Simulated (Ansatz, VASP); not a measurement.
Ti: VASP beside Ansatz

```
CELL_PARAMETERS angstrom
0.00000 2.00256 2.00256
2.00256 0.00000 2.00256
2.00256 2.00256 0.00000
ATOMIC_POSITIONS crystal
Ti 0.00000 0.00000 0.00000
```

Change from the starting cell: volume scaled by 0.96, crystal datasets.

Alike in both runs: task electric field gradients; functional LDA; k mesh 14 × 14 × 14; occupations fermi-dirac, width 0.05 eV; no spin polarisation.

|  | VASP | Ansatz |
| --- | --- | --- |
| version | VASP 6.6.1 | Ansatz 0.2.0 |
| potentials or method | VASP PAW LDA potentials, release 64 (Ti_sv), cutoff 520 eV | all-electron PAW with datasets made for the crystal, scalar-relativistic |

|  | VASP | Ansatz | Ansatz less VASP |
| --- | --- | --- | --- |
| pressure (GPa) | -0.5 | -0.3 | +0.19 |

LDA's correlation is that of Perdew and Zunger in VASP and of Perdew and Wang (1992) in Ansatz. Ansatz ran all-electron here, and VASP with PAW potentials.
